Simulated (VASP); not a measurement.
A run of VASP 6.6.1 is set up as follows.

The input INCAR:

```
SYSTEM = Ca8F15
  PREC = Accurate
  ENCUT = 520
  EDIFF = 1E-7
  ISMEAR = -1
  SIGMA = 0.01
  LREAL = .FALSE.
  LASPH = .TRUE.
  NELM = 120
  ALGO = Normal
  ISIF = 2
  LWAVE = .FALSE.
  LCHARG = .FALSE.
  GGA = PE
  IBRION = 2
  NSW = 60
  EDIFFG = -0.03
  NELECT = 184.0
  GGA_COMPAT = .FALSE.
  NELMIN = 4
  KPAR = 4
```

KPOINTS

```
regular mesh
0
G
  3 3 3
  0 0 0
```

POSCAR

```
Ca8F15
1.0
    0.0000000000      5.5160519364      5.5160519364
    5.5160519364      0.0000000000      5.5160519364
    5.5160519364      5.5160519364      0.0000000000
Ca F
8 15
Direct
    0.0000000000      0.0000000000      0.0000000000
    0.0000000000      0.0000000000      0.5000000000
    0.0000000000      0.5000000000      0.0000000000
    0.0000000000      0.5000000000      0.5000000000
    0.5000000000      0.0000000000      0.0000000000
    0.5000000000      0.0000000000      0.5000000000
    0.5000000000      0.5000000000      0.0000000000
    0.5000000000      0.5000000000      0.5000000000
    0.3750000000      0.3750000000      0.8750000000
    0.3750000000      0.8750000000      0.3750000000
    0.3750000000      0.8750000000      0.8750000000
    0.8750000000      0.3750000000      0.3750000000
    0.8750000000      0.3750000000      0.8750000000
    0.8750000000      0.8750000000      0.3750000000
    0.8750000000      0.8750000000      0.8750000000
    0.1250000000      0.1250000000      0.1250000000
    0.1250000000      0.1250000000      0.6250000000
    0.1250000000      0.6250000000      0.1250000000
    0.1250000000      0.6250000000      0.6250000000
    0.6250000000      0.1250000000      0.1250000000
    0.6250000000      0.1250000000      0.6250000000
    0.6250000000      0.6250000000      0.1250000000
    0.6250000000      0.6250000000      0.6250000000
```

Potentials or basis: VASP PAW PBE potentials, release 64 (Ca_sv, F).

Command:

```console
$ cat potpaw_PBE.64/Ca_sv/POTCAR potpaw_PBE.64/F/POTCAR > POTCAR
$ mpirun -np 4 vasp_std > vasp.out
```

Question: What does it give for the energy gained by relaxing?

Answer: 41.7 meV/atom.

Step by step:
```tsv
step	energy change (eV)	largest force (eV/Å)	pressure (GPa)
1	0.0000	1.6330	-3.52
2	-0.6014	0.6868	-3.17
3	-0.7623	0.4426	-2.75
4	-0.8578	0.3115	-2.83
5	-0.9357	0.1804	-2.84
6	-0.9509	0.1094	-2.81
7	-0.9575	0.0709	-2.77
8	-0.9585	0.0218	-2.80
```

Caveat: the cell carries a net charge on a neutralising background, which shifts energy and pressure; the cell differs from its parent crystal (atoms taken out); the cell is charged against a uniform background, so pressure and absolute levels hang on convention.
